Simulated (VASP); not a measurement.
# HfN (Fm-3m) in VASP: a series of runs

Runs on HfN. Level: PBE. Tasks: single point.

Everything below comes from runs of VASP 6.6.1. Logs are shortened: lines on timing, memory, paths and dates and some standing lists are left out, and cuts for length are marked.

### Step 1. The cell of the first run

Symmetry: Fm-3m, No. 225, cubic system. The conventional cell has a = 4.455 Å, b = 4.455 Å, c = 4.455 Å, α = 90.00°, β = 90.00°, γ = 90.00°. Hf (site symmetry m-3m) has 6 N at 2.23 Å within 2.9 Å. Within 2.9 Å of N (site symmetry m-3m) lie 6 Hf at 2.23 Å.

### Step 2. Single point, PBE (11.05 Å³/atom)

The input, INCAR:

```
  ALGO = Normal
  EDIFF = 1E-7
  ENCUT = 520
  GGA = PE
  ISIF = 2
  ISMEAR = 0
  LASPH = True
  LCHARG = False
  LREAL = False
  LWAVE = False
  NBANDS = 14
  NELM = 60
  PREC = Accurate
  SIGMA = 0.1
```

The input, KPOINTS:

```
k-points
0
Gamma
  16 16 16
```

The input, POSCAR:

```
HfN
1.0
    0.0000000000      2.2274763949      2.2274763949
    2.2274763949      0.0000000000      2.2274763949
    2.2274763949      2.2274763949      0.0000000000
Hf N
1 1
Direct
    0.0000000000      0.0000000000      0.0000000000
    0.5000000000      0.5000000000      0.5000000000
```

Potentials or basis: VASP PAW PBE potentials, release 64 (Hf_pv, N).

Started as:

```console
> cat potpaw_PBE.64/Hf_pv/POTCAR potpaw_PBE.64/N/POTCAR > POTCAR
> mpirun -np 1 vasp_std > vasp.out
```

OUTCAR:

```text
EDIFF = 1E-7
   ENCUT = 520
   GGA = PE
   ISIF = 2
   ISMEAR = 0
   LASPH = True
   LREAL = False
   NELM = 60
   PREC = Accurate

 ion  position               nearest neighbor table
   1  0.000  0.000  0.000-   2 2.23   2 2.23   2 2.23   2 2.23   2 2.23   2 2.23
   2  0.500  0.500  0.500-   1 2.23   1 2.23   1 2.23   1 2.23   1 2.23   1 2.23

  LATTYP: Found a face centered cubic cell.
 ALAT       =     4.4549527898

  Lattice vectors:

 A1 = (   0.0000000000,   2.2274763949,   2.2274763949)
 A2 = (   2.2274763949,   0.0000000000,   2.2274763949)
 A3 = (   2.2274763949,   2.2274763949,   0.0000000000)

Analysis of symmetry for initial positions (statically):
=====================================================================
 Subroutine PRICEL returns:
 Original cell was already a primitive cell.

 Routine SETGRP: Setting up the symmetry group for a
 face centered cubic supercell.

 Subroutine GETGRP returns: Found 48 space group operations
 (whereof 48 operations were pure point group operations)
 out of a pool of 48 trial point group operations.

The static configuration has the point symmetry O_h .

Analysis of symmetry for dynamics (positions and initial velocities):
=====================================================================
 Subroutine PRICEL returns:
 Original cell was already a primitive cell.

 Routine SETGRP: Setting up the symmetry group for a
 face centered cubic supercell.

 Subroutine GETGRP returns: Found 48 space group operations
 (whereof 48 operations were pure point group operations)
 out of a pool of 48 trial point group operations.

The dynamic configuration has the point symmetry O_h .

 Subroutine INISYM returns: Found 48 space group operations
 (whereof 48 operations are pure point group operations),
 and found     1 'primitive' translations

----------------------------------------------------------------------------------------

                                     Primitive cell

  volume of cell :      22.1039

  direct lattice vectors                    reciprocal lattice vectors
     0.000000000  2.227476395  2.227476395    -0.224469270  0.224469270  0.224469270
     2.227476395  0.000000000  2.227476395     0.224469270 -0.224469270  0.224469270
     2.227476395  2.227476395  0.000000000     0.224469270  0.224469270 -0.224469270

  length of vectors
     3.150127328  3.150127328  3.150127328     0.388792180  0.388792180  0.388792180

  position of ions in fractional coordinates (direct lattice)
     0.000000000  0.000000000  0.000000000
     0.500000000  0.500000000  0.500000000

  ion indices of the primitive-cell ions
   primitive index   ion index
                 1           1
[... 87 lines left out ...]
   EFERMI =   0.00;   METHOD = LEGACY
   ISMEAR =     0;   SIGMA  =   0.10  broadening in eV -4-tet -1-fermi 0-gaus
   EFERMI_NEDOS =   21; number of points for ismear=-14 and -15
   IALGO  =     38    algorithm
   IMIX   =      4    mixing-type and parameters
     AMIX     =   0.40;   BMIX     =  1.00
     AMIX_MAG =   1.60;   BMIX_MAG =  1.00
  volume/ion in A,a.u.               =      11.05        74.58
  Fermi-wavevector in a.u.,A,eV,Ry     =   1.438629  2.718615 28.159344  2.069653
  Thomas-Fermi vector in A             =   2.557575
   LORBIT       =      0    0 simple, 1 ext, 2 COOP (PROOUT), +10 PAW based schemes
   GGA     = PE    functional components
   LHFCALC =     F    Hartree Fock is set to
   AEXX    =    0.0000 exact exchange contribution
   IVDW    =     0    specifies the selected vdW correction
   LEPSILON=     F    determine dielectric tensor
   LRPA    =     F    only Hartree local field effects (RPA)
 non-spin polarized calculation
 Gauss-broadening in eV      SIGMA  =   0.10
  energy-cutoff  :      520.00
  volume of cell :       22.10
 maximum number of plane-waves:       609
   NGX = 11   NGY = 11   NGZ = 11

 number of electron      15.0000001 magnetization

 Free energy of the ion-electron system (eV)
  ---------------------------------------------------
  ext. energy  EPLUGINS =         0.00000000
  ---------------------------------------------------
  free energy    TOTEN  =       -21.70162593 eV

  energy without entropy =      -21.69874590  energy(sigma->0) =      -21.70018591

 E-fermi :   8.7681     XC(G=0): -12.9556

 val. band max:        8.7506440524   @ k =  -0.4375   0.3125   0.1250
 cond. band min:       8.7686075394   @ k =  -0.1250   0.0625   0.0000
 fundamental gap:      0.0179634870
 Fermi energy:         8.7680956939

 k-point     1 :       0.0000    0.0000    0.0000
  band No.  band energies     occupation
      1     -22.2194      2.00000
      2     -22.2194      2.00000
      3     -22.2194      2.00000
      4      -8.9950      2.00000
      5       5.6887      2.00000
      6       5.6887      2.00000
      7       5.6887      2.00000
      8       8.3945      2.00000
      9       8.3945      2.00000
     10       8.3945      2.00000
     11      10.8386      0.00000
     12      10.8386      0.00000
     13      10.9763      0.00000
     14      18.4333      0.00000
[... 377 lines left out ...]
      1     -22.3333      2.00000
      2     -22.2474      2.00000
      3     -22.2212      2.00000
      4      -8.7363      2.00000
      5       4.6467      2.00000
      6       4.9843      2.00000
      7       5.3211      2.00000
      8       8.5680      1.99533
      9       8.5769      1.99314
     10       9.0473      0.00008
     11      11.0440      0.00000
     12      11.9257      0.00000
     13      11.9362      0.00000
     14      19.2726      0.00000

 [... further k-points ...]

------------------------ aborting loop because EDIFF is reached ----------------------------------------

  FORCE on cell =-STRESS in cart. coord.  units (eV):
  Direction    XX          YY          ZZ          XY          YZ          ZX
  --------------------------------------------------------------------------------------
  -------------------------------------------------------------------------------------
  Total        2.2197438      2.2197438      2.2197438      0.0000000      0.0000000      0.0000000
  in kB      160.8955795    160.8955795    160.8955795      0.0000000      0.0000000      0.0000000
  external PRESSURE =     160.8955795 kB  Pullay stress =       0.0000000 kB

 VOLUME and BASIS-vectors are now :
 -----------------------------------------------------------------------------
  energy-cutoff  :      520.00
  volume of cell :       22.10
      direct lattice vectors                 reciprocal lattice vectors
     0.000000000  2.227476395  2.227476395    -0.224469270  0.224469270  0.224469270
     2.227476395  0.000000000  2.227476395     0.224469270 -0.224469270  0.224469270
     2.227476395  2.227476395  0.000000000     0.224469270  0.224469270 -0.224469270

 POSITION                                       TOTAL-FORCE (eV/Angst)
 -----------------------------------------------------------------------------------
      0.00000      0.00000      0.00000         0.000000      0.000000     -0.000000
      2.22748      2.22748      2.22748        -0.000000     -0.000000      0.000000
 -----------------------------------------------------------------------------------
    total drift:                                0.000000     -0.000000     -0.000000

  FREE ENERGIE OF THE ION-ELECTRON SYSTEM (eV)
  ---------------------------------------------------
  free  energy   TOTEN  =       -21.7016259316 eV

  energy  without entropy=      -21.6987458954  energy(sigma->0) =      -21.70018591
```

OSZICAR:

```text
N       E                     dE             d eps       ncg     rms          rms(c)
DAV:   1     0.389290916591E+02    0.38929E+02   -0.78614E+03  4066   0.102E+03
DAV:   2    -0.227207769392E+02   -0.61650E+02   -0.57592E+02  5364   0.240E+02
DAV:   3    -0.246947707885E+02   -0.19740E+01   -0.19664E+01  4642   0.351E+01
DAV:   4    -0.247015200766E+02   -0.67493E-02   -0.67486E-02  4846   0.238E+00
DAV:   5    -0.247015587334E+02   -0.38657E-04   -0.38657E-04  4658   0.155E-01    0.534E+01
DAV:   6    -0.217850786121E+02    0.29165E+01   -0.80053E+00  4540   0.224E+01    0.446E+01
DAV:   7    -0.217250567073E+02    0.60022E-01   -0.44513E-01  5158   0.596E+00    0.274E+01
DAV:   8    -0.217060880558E+02    0.18969E-01   -0.80792E-02  4846   0.249E+00    0.562E+00
DAV:   9    -0.217017781504E+02    0.43099E-02   -0.12879E-02  4618   0.906E-01    0.196E+00
DAV:  10    -0.217016562196E+02    0.12193E-03   -0.10681E-03  5356   0.318E-01    0.411E-01
DAV:  11    -0.217016282090E+02    0.28011E-04   -0.72990E-05  4732   0.862E-02    0.101E-01
DAV:  12    -0.217016263653E+02    0.18436E-05   -0.69708E-06  5418   0.225E-02    0.249E-02
DAV:  13    -0.217016260107E+02    0.35464E-06   -0.24834E-07  4418   0.490E-03    0.403E-03
DAV:  14    -0.217016259316E+02    0.79097E-07   -0.13619E-08  3278   0.107E-03
   1 F= -.21701626E+02 E0= -.21700186E+02  d E =-.288004E-02
```

stdout:

```text
POSCAR found type information on POSCAR HfN
 POSCAR found :  2 types and       2 ions
 scaLAPACK will be used
 LDA part: xc-table for (Slater+PW92), standard interpolation
 POSCAR, INCAR and KPOINTS ok, starting setup
 FFT: planning ... GRIDC
 FFT: planning ... GRID_SOFT
 FFT: planning ... GRID
 WAVECAR not read
 entering main loop
```

Run time: 46 s. Hardware: 1 thread of Intel Xeon 8259CL, shared host; peak memory 0.18 GiB.

What came out:

| Item | Value |
| --- | --- |
| Free energy | -21.7016 eV |
| Pressure | 16.1 GPa |
| Band gap on the k mesh | zero (an odd number of electrons rules out a gap without spin polarisation) |

Caveat: the cell stands under pressure; spin-orbit coupling is left out, which moves the levels of the heavy elements.

[end of part 1 of 3]
